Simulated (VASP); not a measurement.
An input for VASP 6.6.1 (Si (a cell with a defect)):

The input INCAR:

```
PREC = Accurate
ENCUT = 520
ISMEAR = 0
SIGMA = 0.02
LREAL = Auto
LASPH = True
NELM = 60
NBANDS = 43
GGA = PE
ALGO = Normal
EDIFF = 1E-4
LWAVE = True
LCHARG = False
```

KPOINTS

```
regular mesh
0
Gamma
  2 2 2
```

The input POSCAR:

```
Si
1.0
    0.0000000000      5.4437023800     -5.4437023800
    5.4437023800      5.4437023800      0.0000000000
    5.4437023800      0.0000000000     -5.4437023800
Si
15
Direct
   -0.0625002941      0.1875001476      0.1874997803
    0.1238747920      0.6253658379      0.1253994896
    0.6325811478      0.1237675121      0.1237733904
    0.6325791271      0.6198684764      0.1237748600
    0.1238735061      0.1253993059      0.6253645520
    0.1238755268      0.6253647357      0.6253605106
    0.6325805967      0.1237680632      0.6198747221
    0.6252055609      0.6249301969      0.6249316665
    0.2424208577      0.7551314736      0.2512255271
    0.2424187452      0.2512324158      0.2512267212
    0.7511251010      0.7496340202      0.2496006220
    0.2497946076      0.7500697531      0.7500680998
    0.2424192963      0.2512320484      0.7551255034
    0.7511246418      0.7496353980      0.7496394393
    0.7511265706      0.2496006220      0.7496353061
```

Potentials or basis: VASP PAW PBE potentials, release 64 (Si).

The run is started by

```bash
$ cat potpaw_PBE.64/Si/POTCAR > POTCAR
$ mpirun -np 1 vasp_std > vasp.out
```

Task: What does the program do with it?

Result: The run stopped without a result. It printed:

OUTCAR:

```text
PREC = Accurate
   ENCUT = 520
   ISMEAR = 0
   LREAL = Auto
   LASPH = True
   NELM = 60
   GGA = PE
   EDIFF = 1E-4

 ion  position               nearest neighbor table
[... 57 lines left out ...]
|     E        R     R  R     R  O     O  R     R     ###     ###     ###     |
|     E        R     R  R     R  O     O  R     R     ###     ###     ###     |
|     EEEEE    RRRRRR   RRRRRR   O     O  RRRRRR       #       #       #      |
|     E        R   R    R   R    O     O  R   R                               |
|     E        R    R   R    R   O     O  R    R      ###     ###     ###     |
|     EEEEEEE  R     R  R     R  OOOOOOO  R     R     ###     ###     ###     |
|                                                                             |
|     VERY BAD NEWS! internal error in subroutine INVGRP: inverse of          |
|     rotation matrix was not found (increase SYMPREC) 4                      |
|                                                                             |
|       ---->  I REFUSE TO CONTINUE WITH THIS SICK JOB ... BYE!!! <----       |
|                                                                             |
 -----------------------------------------------------------------------------
```

On the terminal:

```text
POSCAR found type information on POSCAR Si
 POSCAR found :  1 types and      15 ions
[... 18 lines left out ...]

1
```
